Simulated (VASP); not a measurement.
# Co (P6_3/mmc) in VASP: notebook

Runs on Co. Level: PBE. Tasks: single point.

All numbers are computed with VASP 6.6.1; they aren't measurements. Logs are shortened: lines on timing, memory, paths and dates and some standing lists are left out, and cuts for length are marked.

## 1. The cell of the first run

The structure is hexagonal, space group P6_3/mmc (No. 194). The conventional cell has a = 2.686 Å, b = 2.686 Å, c = 4.344 Å, α = 90.00°, β = 90.00°, γ = 120.00°. Co (site symmetry -6m2) has 12 Co at 2.67 to 2.69 Å within 3.5 Å.

## 2. Single point, PBE, collinear spin, ferromagnetic start (13.57 Å³/atom)

File INCAR:

```
ALGO = Normal
EDIFF = 1E-6
ENCUT = 520
GGA = PE
ISIF = 2
ISMEAR = 0
ISPIN = 2
LASPH = T
LCHARG = T
LELF = T
LMAXMIX = 4
LORBIT = 11
LREAL = F
LVHAR = T
LWAVE = F
MAGMOM = 1.1 1.1
NBANDS = 20
NELM = 150
NUPDOWN = 2.2
PREC = Accurate
SIGMA = 0.15
```

File KPOINTS:

```
k-points
0
Gamma
  24 24 12
```

File POSCAR:

```
Co
1.0
    2.6858061516      0.0000000000      0.0000000000
   -1.3429030758      2.3259763569      0.0000000000
    0.0000000000      0.0000000000      4.3437604874
Co
2
Direct
    0.6666666667      0.3333333333      0.2500000000
    0.3333333333      0.6666666667      0.7500000000
```

Potentials or basis: VASP PAW PBE potentials, release 64 (Co).

Run with:

```bash
$ cat potpaw_PBE.64/Co/POTCAR > POTCAR
$ mpirun -np 1 vasp_std > vasp.out
```

OUTCAR:

```text
EDIFF = 1E-6
   ENCUT = 520
   GGA = PE
   ISIF = 2
   ISMEAR = 0
   ISPIN = 2
   LASPH = T
   LORBIT = 11
   LREAL = F
   NELM = 150
   NUPDOWN = 2.2
   PREC = Accurate

 ion  position               nearest neighbor table
   1  0.667  0.333  0.250-   2 2.67   2 2.67   2 2.67   2 2.67   2 2.67   2 2.67
   2  0.333  0.667  0.750-   1 2.67   1 2.67   1 2.67   1 2.67   1 2.67   1 2.67

  LATTYP: Found a hexagonal cell.
 ALAT       =     2.6858061516
 C/A-ratio  =     1.6173023078

  Lattice vectors:

 A1 = (   2.6858061516,   0.0000000000,   0.0000000000)
 A2 = (  -1.3429030758,   2.3259763569,   0.0000000000)
 A3 = (   0.0000000000,   0.0000000000,   4.3437604874)

Analysis of symmetry for initial positions (statically):
=====================================================================
 Subroutine PRICEL returns:
 Original cell was already a primitive cell.

 Routine SETGRP: Setting up the symmetry group for a
 hexagonal supercell.

 Subroutine GETGRP returns: Found 24 space group operations
 (whereof 12 operations were pure point group operations)
 out of a pool of 24 trial point group operations.

The static configuration has the point symmetry D_3d.
 The point group associated with its full space group is D_6h.

Analysis of symmetry for dynamics (positions and initial velocities):
=====================================================================
 Subroutine PRICEL returns:
 Original cell was already a primitive cell.

 Routine SETGRP: Setting up the symmetry group for a
 hexagonal supercell.

 Subroutine GETGRP returns: Found 24 space group operations
 (whereof 12 operations were pure point group operations)
 out of a pool of 24 trial point group operations.

The dynamic configuration has the point symmetry D_3d.
 The point group associated with its full space group is D_6h.

Analysis of structural, dynamic, and magnetic symmetry:
=====================================================================
 Subroutine PRICEL returns:
 Original cell was already a primitive cell.

 Routine SETGRP: Setting up the symmetry group for a
 hexagonal supercell.

 Subroutine GETGRP returns: Found 24 space group operations
 (whereof 12 operations were pure point group operations)
 out of a pool of 24 trial point group operations.

The overall configuration has the point symmetry D_3d.
 The point group associated with its full space group is D_6h.
[... 117 lines left out ...]
   IMIX   =      4    mixing-type and parameters
     AMIX     =   0.40;   BMIX     =  1.00
     AMIX_MAG =   1.60;   BMIX_MAG =  1.00
  volume/ion in A,a.u.               =      13.57        91.56
  Fermi-wavevector in a.u.,A,eV,Ry     =   1.427744  2.698045 27.734842  2.038453
  Thomas-Fermi vector in A             =   2.547881
   LORBIT       =     11    0 simple, 1 ext, 2 COOP (PROOUT), +10 PAW based schemes
   GGA     = PE    functional components
   LHFCALC =     F    Hartree Fock is set to
   AEXX    =    0.0000 exact exchange contribution
   IVDW    =     0    specifies the selected vdW correction
   LEPSILON=     F    determine dielectric tensor
   LRPA    =     F    only Hartree local field effects (RPA)
 spin polarized calculation
 Gauss-broadening in eV      SIGMA  =   0.15
  energy-cutoff  :      520.00
  volume of cell :       27.14
 maximum number of plane-waves:       760
 NGX is ok and might be reduce to    20
   NGX =  9   NGY =  9   NGZ = 17

 number of electron      18.0000010 magnetization       2.2000002

 Free energy of the ion-electron system (eV)
  ---------------------------------------------------
  ext. energy  EPLUGINS =         0.00000000
  ---------------------------------------------------
  free energy    TOTEN  =       -13.12261437 eV

  energy without entropy =      -13.05660169  energy(sigma->0) =      -13.08960803

 E-fermi :   7.4596     XC(G=0): -12.1444

 val. band max:        7.4594720244   @ k =   0.3333   0.1667   0.3333
 cond. band min:       6.8045390283   @ k =   0.2500   0.1250   0.0000
 fundamental gap:     -0.6549329962
 Fermi energy:         6.8031495271

 spin component 1

 k-point     1 :       0.0000    0.0000    0.0000
  band No.  band energies     occupation
      1      -0.1929      1.00000
      2       3.4049      1.00000
      3       5.3563      1.00000
      4       5.3856      1.00000
      5       5.3856      1.00000
      6       5.6039      1.00000
[... 541 lines left out ...]
     19      27.1705      0.00000
     20      28.2228      0.00000

 [... further k-points ...]

 spin component 2

 k-point     1 :       0.0000    0.0000    0.0000
  band No.  band energies     occupation
      1      -0.3076      1.00000
      2       4.0424      1.00000
      3       6.5098      1.00000
      4       6.5319      1.00000
      5       6.5319      1.00000
      6       6.7840      1.00000
[... 541 lines left out ...]
     19      26.9655      0.00000
     20      28.3481      0.00000

 [... further k-points ...]

------------------------ aborting loop because EDIFF is reached ----------------------------------------

  FORCE on cell =-STRESS in cart. coord.  units (eV):
  Direction    XX          YY          ZZ          XY          YZ          ZX
  --------------------------------------------------------------------------------------
  -------------------------------------------------------------------------------------
  Total       -5.4723846     -5.4723846     -5.7248464     -0.0000000     -0.0000000      0.0000000
  in kB     -323.1032775   -323.1032775   -338.0092512     -0.0000000     -0.0000000      0.0000000
  external PRESSURE =    -328.0719354 kB  Pullay stress =       0.0000000 kB

 VOLUME and BASIS-vectors are now :
 -----------------------------------------------------------------------------
  energy-cutoff  :      520.00
  volume of cell :       27.14
      direct lattice vectors                 reciprocal lattice vectors
     2.685806152  0.000000000  0.000000000     0.372327690  0.214963492  0.000000000
    -1.342903076  2.325976357  0.000000000     0.000000000  0.429926984  0.000000000
     0.000000000  0.000000000  4.343760487     0.000000000  0.000000000  0.230215272

 POSITION                                       TOTAL-FORCE (eV/Angst)
 -----------------------------------------------------------------------------------
      1.34290      0.77533      1.08594        -0.000000     -0.000000      0.000000
     -0.00000      1.55065      3.25782         0.000000      0.000000      0.000000
 -----------------------------------------------------------------------------------
    total drift:                               -0.000000      0.000000     -0.000000

  FREE ENERGIE OF THE ION-ELECTRON SYSTEM (eV)
  ---------------------------------------------------
  free  energy   TOTEN  =       -13.1226143690 eV

  energy  without entropy=      -13.0566016923  energy(sigma->0) =      -13.08960803

 total charge

# of ion       s       p       d       tot
------------------------------------------
    1        0.398   0.347   7.186   7.931
    2        0.398   0.347   7.186   7.931
--------------------------------------------------
tot          0.796   0.694  14.371  15.861

 magnetization (x)

# of ion       s       p       d       tot
------------------------------------------
    1       -0.017  -0.047   1.228   1.164
    2       -0.017  -0.047   1.228   1.164
--------------------------------------------------
tot         -0.034  -0.094   2.456   2.328
```

It took 2.3 min on 1 thread of AMD EPYC 9R45 (Zen 5), shared host; peak memory 0.37 GiB.

Results:

| Item | Value |
| --- | --- |
| Free energy | -13.1226 eV |
| Pressure | -32.8 GPa |
| Net moment | 2.20 μB per cell |
| Site moments | Co +1.16 μB |
| Valence electrons inside the program's atomic spheres | Co 7.93 |

Caveat: the cell stands under tension; the total moment is fixed, so each spin has its own Fermi level.

## 3. Single point, PBE, collinear spin, ferromagnetic start (12.66 Å³/atom)

This run uses another cell than the first one, of 12.66 Å³/atom.

File INCAR:

```
SYSTEM = Co
ALGO     = Fast           ! electronic algorithm
EDIFF    = 1E-7           ! SCF threshold, eV
ENCUT    = 520            ! plane-wave cutoff, eV
GGA      = PE             ! functional
ISIF     = 2              ! what is computed and relaxed
ISMEAR   = 0              ! smearing method
ISPIN    = 2              ! spin polarisation
LASPH    = .TRUE.         ! aspherical terms in the spheres
LCHARG   = .FALSE.        ! write CHGCAR
LMAXMIX  = 4              ! l up to which the mixer works
LORBIT   = 11             ! projections on sites
LREAL    = .FALSE.        ! projectors in reciprocal space
LWAVE    = .FALSE.        ! write WAVECAR
MAGMOM   = 0.55 0.55      ! initial moments
NBANDS   = 20             ! bands
NELM     = 150            ! most SCF steps
NUPDOWN  = 1.1            ! fixed moment
PREC     = Accurate       ! precision mode
SIGMA    = 0.15           ! smearing width, eV
```

File KPOINTS:

```
k-points
0
G
  24 24 12
  0 0 0
```

File POSCAR:

```
Co
1.0
    2.6247115852      0.0000000000      0.0000000000
   -1.3123557926      2.2730669104      0.0000000000
    0.0000000000      0.0000000000      4.2449521042
Co
2
Direct
    0.6666666667      0.3333333333      0.2500000000
    0.3333333333      0.6666666667      0.7500000000
```

Potentials or basis: VASP PAW PBE potentials, release 64 (Co).

Run with:

```bash
$ cat potpaw_PBE.64/Co/POTCAR > POTCAR
$ mpirun -np 1 vasp_std > vasp.out
```

It took 9.3 min on 1 thread of Intel Xeon 8259CL, shared host; peak memory 0.39 GiB.

It converged, with:

| Property | Result |
| --- | --- |
| Free energy | -13.2037 eV |
| Pressure | -30.5 GPa |
| Net moment | 1.10 μB per cell |
| Site moments | Co +0.58 μB |
| Valence electrons inside the program's atomic spheres | Co 8.02 |

Stress tensor (GPa, compression positive):
```
-30.11   0.00   0.00
  0.00 -30.11   0.00
  0.00   0.00 -31.22
```

Caveat: the cell stands under tension; the total moment is fixed, so each spin has its own Fermi level.

## 4. Single point, PBE, collinear spin, ferromagnetic start (10.85 Å³/atom)

This run uses another cell than the first one, of 10.85 Å³/atom.

File INCAR:

```
SYSTEM = Co
PREC = Accurate
ENCUT = 520
EDIFF = 1E-7
ISMEAR = 0
SIGMA = 0.15
LREAL = .False.
LASPH = .True.
NELM = 150
ALGO = Normal
ISIF = 2
LWAVE = .False.
LCHARG = .False.
ISPIN = 2
MAGMOM = 0.275 0.275
LORBIT = 11
NUPDOWN = 0.55
LMAXMIX = 4
GGA = PE
NBANDS = 20
```

File KPOINTS:

```
Automatic mesh
0
Gamma
  24 24 12
  0 0 0
```

File POSCAR:

```
Co
1.0
    2.4932834166      0.0000000000      0.0000000000
   -1.2466417083      2.1592467776      0.0000000000
    0.0000000000      0.0000000000      4.0323930238
Co
2
Direct
    0.6666666667      0.3333333333      0.2500000000
    0.3333333333      0.6666666667      0.7500000000
```

Run with:

```bash
$ cat potpaw_PBE.64/Co/POTCAR > POTCAR
$ mpirun -np 1 vasp_std > vasp.out
```

It took 3.5 min on 1 thread of AMD EPYC 9R45 (Zen 5), shared host; peak memory 0.31 GiB.

Results (log left out):

| Item | Value |
| --- | --- |
| Free energy | -13.6481 eV |
| Pressure | -11.2 GPa |
| Net moment | 0.55 μB per cell |
| Site moments | Co +0.28 μB |
| Valence electrons inside the program's atomic spheres | Co 8.27 |

Stress tensor (GPa, compression positive):
```
-10.88   0.00   0.00
  0.00 -10.88   0.00
  0.00   0.00 -11.86
```

Caveat: the cell stands under tension; the total moment is fixed, so each spin has its own Fermi level.

## 5. Single point, PBE, collinear spin, ferromagnetic start (11.76 Å³/atom)

This run uses another cell than the first one, of 11.76 Å³/atom.

File INCAR:

```
SYSTEM = Co
PREC = Accurate
ENCUT = 520
EDIFF = 1E-6
ISMEAR = 0
SIGMA = 0.15
LREAL = .False.
LASPH = .True.
NELM = 150
ALGO = Normal
ISIF = 2
LWAVE = .False.
LCHARG = .True.
ISPIN = 2
MAGMOM = 0.55 0.55
LORBIT = 11
NUPDOWN = 1.1
LMAXMIX = 4
GGA = PE
LELF = .True.
LVHAR = .True.
NBANDS = 20
```

KPOINTS is that of step 4.

File POSCAR:

```
Co
1.0
    2.5607048027      0.0000000000      0.0000000000
   -1.2803524014      2.2176354108      0.0000000000
    0.0000000000      0.0000000000      4.1414337872
Co
2
Direct
    0.6666666667      0.3333333333      0.2500000000
    0.3333333333      0.6666666667      0.7500000000
```

Run with:

```bash
$ cat potpaw_PBE.64/Co/POTCAR > POTCAR
$ mpirun -np 1 vasp_std > vasp.out
```

It took 2.5 min on 1 thread of AMD EPYC 9R45 (Zen 5), shared host; peak memory 0.33 GiB.

It converged, with:

```yaml
Free_energy: -13.5102 eV
Pressure: -23.0 GPa
Net_moment: 1.10 μB per cell
Site_moments: Co +0.57 μB
Valence_electrons_inside_the_program's_atomic_spheres: Co 8.13
```

Stress tensor (GPa, compression positive):
```
-22.65   0.00   0.00
  0.00 -22.65   0.00
  0.00   0.00 -23.78
```

Caveat: the cell stands under tension; the total moment is fixed, so each spin has its own Fermi level.

## 6. The runs side by side

```csv
fixed moment (μB),cell,pressure (GPa),moment (μB)
2.2,"a = 2.686, b = 2.686, c = 4.344 Å, angles 90.0, 90.0, 120.0°, 2 atoms",-32.8,2.20
1.1,"a = 2.625, b = 2.625, c = 4.245 Å, angles 90.0, 90.0, 120.0°, 2 atoms",-30.5,1.10
0.55,"a = 2.493, b = 2.493, c = 4.032 Å, angles 90.0, 90.0, 120.0°, 2 atoms",-11.2,0.55
1.1,"a = 2.561, b = 2.561, c = 4.141 Å, angles 90.0, 90.0, 120.0°, 2 atoms",-23.0,1.10
```

Alike in all rows: task single point; level PBE; potentials or basis VASP PAW PBE potentials, release 64 (Co); spin collinear, ferromagnetic start; k mesh 24 × 24 × 12; cutoff (eV) 520; smearing gaussian 0.15 eV.

Caveats: the cell stands under tension; the total moment is fixed, so each spin has its own Fermi level.

Total energies depend on the potentials used, so only differences within one code and one set of settings carry meaning.
